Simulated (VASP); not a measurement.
Input of a VASP 6.6.1 run:

File INCAR:

```
SYSTEM = Al
PREC = Accurate
ENCUT = 520
EDIFF = 1E-7
ISMEAR = 0
SIGMA = 0.15
LREAL = .False.
LASPH = .True.
NELM = 100
ALGO = Normal
ISIF = 2
LWAVE = .False.
LCHARG = .True.
GGA = CA
LELF = .True.
LVHAR = .True.
NBANDS = 10
```

Contents of KPOINTS:

```
regular mesh
0
Gamma
  18 18 10
  0 0 0
```

Contents of POSCAR:

```
Al
1.0
    2.8235000000      0.0000000000      0.0000000000
   -1.4117500000      2.4452227276      0.0000000000
    0.0000000000      0.0000000000      4.6862330202
Al
2
Direct
    0.6666666667      0.3333333333      0.7500000000
    0.3333333333      0.6666666667      0.2500000000
```

Potentials or basis: VASP PAW LDA potentials, release 64 (Al).

Run with:

```console
$ cat potpaw_LDA.64/Al/POTCAR > POTCAR
$ mpirun -np 1 vasp_std > vasp.out
```

(1) Predict the band gap on the k mesh.

(2) Predict the pressure.

Answers

(1) zero (bands 3 and 4 overlap by 7.26 eV).

(2) -1.1 GPa.
